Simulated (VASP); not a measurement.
The system is LaBi.

```xyz
2
Lattice="0.0000 3.2825 3.2825 3.2825 0.0000 3.2825 3.2825 3.2825 0.0000" Properties=species:S:1:pos:R:3 pbc="T T T"
La    0.0000    0.0000    0.0000
Bi    3.2825    3.2825    3.2825
```

| Item | Value |
| --- | --- |
| Program | VASP 6.6.1 |
| Task | relaxation of cell and atoms |
| Functional | r2SCAN |
| Potentials or basis | VASP PAW PBE potentials, release 64 (La, Bi_d) |
| Cutoff | 600 eV |
| k mesh | 8 × 8 × 8 |
| Occupations | fermi-dirac, width 0.1 eV |
| Spin | no spin polarisation |

At the start: pressure 2.3 GPa; volume 35.37 Å³/atom.

How do energy, volume and symmetry change on relaxing?

Over 3 steps the energy falls by 10.5 meV/atom and the volume is 36.87 Å³/atom (+4.3 %); space group Fm-3m (No. 225, to 0.05 Å).

The path:
```csv
step,energy change (eV),largest force (eV/Å),pressure (GPa),volume (Å³)
1,0.0000,0.0000,2.32,70.74
2,-0.0093,0.0000,-1.52,76.12
3,-0.0210,0.0000,0.00,73.74
```

Final structure:
```yaml
crystal:
  lattice:
    - [0.00000, 3.32838, 3.32838]
    - [3.32838, 0.00000, 3.32838]
    - [3.32838, 3.32838, 0.00000]
  atoms:
    - { symbol: La, position: [0.00000, 0.00000, 0.00000] }
    - { symbol: Bi, position: [0.50000, 0.50000, 0.50000] }
```

Caveat: the PAW data sets were made with another functional, which shifts forces and pressure a little.
